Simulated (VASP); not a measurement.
**C: single point with PBE+D3(BJ)**

Crystal: C.

```
CELL_PARAMETERS angstrom
2.46489 0.00000 0.00000
-1.23245 2.13466 0.00000
0.00000 0.00000 20.60919
ATOMIC_POSITIONS crystal
C 0.66667 0.33333 0.95197
C 0.66667 0.33333 0.45199
C 0.66667 0.33333 0.77933
C 0.66667 0.33333 0.27935
C 0.00000 0.00000 0.61568
C 0.33333 0.66667 0.27933
C 0.00000 0.00000 0.11568
C 0.66667 0.33333 0.61568
C 0.33333 0.66667 0.77935
C 0.33333 0.66667 0.11568
C 0.33333 0.66667 0.45197
C 0.33333 0.66667 0.95199
```

* Program: VASP 6.6.1
* Task: single point
* Functional: PBE
* Dispersion: D3(BJ)
* Potentials or basis: VASP PAW PBE potentials, release 64 (C)
* Cutoff: 520 eV
* k mesh: 18 × 18 × 2
* Occupations: gaussian, width 0.1 eV
* Spin: no spin polarisation
* Dipole correction: no
* Further INCAR settings: ALGO = Normal; EDIFF = 1e-07; NBANDS = 36

```json
{
  "Pressure": "0.4 GPa",
  "Band gap on the k mesh": "zero (filled and empty bands touch)",
  "Dispersion energy per atom": "-0.152 eV"
}
```

Stress tensor (GPa, compression positive):
```
 0.69  0.00  0.00
 0.00  0.69  0.00
 0.00  0.00 -0.10
```

Levels at points of the mesh, in eV from the Fermi level:
```
           k point  band 21  band 22  band 23  band 24  band 25  band 26  band 27  band 28
(0.00, 0.00, 0.00)    -3.00    -3.00    -3.00    -3.00     4.10     5.15     5.44     7.85
(0.50, 0.00, 0.00)    -2.54    -2.24    -2.10    -1.98     1.32     1.35     1.61     1.88
(0.00, 0.00, 0.50)    -3.00    -3.00    -3.00    -3.00     4.41     4.41     6.57     6.57
(0.50, 0.00, 0.50)    -2.37    -2.37    -2.02    -2.02     1.33     1.33     1.72     1.72
```

It took 3.5 min on 1 thread of AMD EPYC 9R14 (Zen 4), on a shared host, peak memory 0.3 GiB.
